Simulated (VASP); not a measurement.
# Sn2Ge3: single point with PBE

Crystal: Sn2Ge3.

```
CELL_PARAMETERS angstrom
8.05506 0.00000 0.00000
-4.02753 6.97589 0.00000
0.00000 0.00000 6.11224
ATOMIC_POSITIONS crystal
Sn 0.33333 0.66667 0.24623
Sn 0.66667 0.33333 0.24623
Sn 0.66667 0.33333 0.75377
Sn 0.33333 0.66667 0.75377
Ge 0.33111 0.00000 0.50000
Ge 0.00000 0.33111 0.50000
Ge 0.66889 0.66889 0.50000
Ge 0.66889 0.00000 0.50000
Ge 0.00000 0.66889 0.50000
Ge 0.33111 0.33111 0.50000
```

```yaml
Program: VASP 6.6.1
Task: single point
Functional: PBE
Potentials_or_basis: VASP PAW PBE potentials, release 64 (Sn_d, Ge_d)
Cutoff: 520 eV
k_mesh: 3 × 3 × 4
Occupations: gaussian, width 0.1 eV
Spin: no spin polarisation
```

```yaml
Pressure: 0.1 GPa
Largest_force: 0.021 eV/Å
Band_gap_on_the_k_mesh: zero (band 70 reaches 4.21 eV, above the bottom of band 71 at 2.69 eV)
```

Forces in eV/Å, atoms in the order of the input:
```
Sn   0.000  0.000  0.018
Sn   0.000  0.000  0.018
Sn   0.000  0.000 -0.018
Sn   0.000  0.000 -0.018
Ge   0.021  0.000  0.000
Ge  -0.010  0.018  0.000
Ge  -0.010 -0.018  0.000
Ge  -0.021  0.000  0.000
Ge   0.010 -0.018  0.000
Ge   0.010  0.018  0.000
```

Levels at points of the mesh, in eV from the Fermi level:
```
           k point  band 67  band 68  band 69  band 70  band 71  band 72  band 73  band 74
(0.00, 0.00, 0.00)    -0.94    -0.94    -0.88    -0.88    -0.39     0.08     0.08     0.43
(0.00, 0.00, 0.50)    -1.45    -1.37    -0.53    -0.51    -0.51     1.06     1.06     1.49
```

It took 5 min on 1 thread of AMD EPYC 7R13 Processor (Zen 3) (shared host), peak memory 0.48 GiB.

Caveat: spin-orbit coupling is left out, which moves the levels of the heavy elements.
